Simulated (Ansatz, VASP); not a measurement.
# One calculation of Rh, two programs

```
CELL_PARAMETERS angstrom
0.00000 1.93007 1.87303
1.93007 0.00000 1.87303
1.93007 1.93007 0.00000
ATOMIC_POSITIONS crystal
Rh 0.00000 0.00000 0.00000
```

Change from the starting cell: strain +0.015 along x and y, -0.015 along z, atoms carried along.

Alike in both runs: task single point; functional r2SCAN; k mesh 8 × 8 × 8; occupations gaussian, width 0.15 eV; no spin polarisation.

|  | VASP | Ansatz |
| --- | --- | --- |
| version | VASP 6.6.1 | Ansatz 0.2.0 |
| potentials or method | VASP PAW PBE potentials, release 64 (Rh_sv_GW), cutoff 680 eV | scalar-relativistic, plane waves, PAW |
| valence electrons in the cell | 17 | 17 |

Ansatz gave:

| Item | Value |
| --- | --- |
| gap on the k mesh at the Fermi level (eV) | none |
| pressure (GPa) | -3.7 |
| traceless stress, the component that is largest in VASP (GPa) | 4.41 |

Question: Which values does VASP return?

Answer: gap on the k mesh at the Fermi level (eV): none; pressure (GPa): -3.6; traceless stress, the component that is largest in VASP (GPa): 4.42.

VASP's potentials were made for PBE, not for r2SCAN. A gap of «none» marks a metal or a gap that the smearing closes.
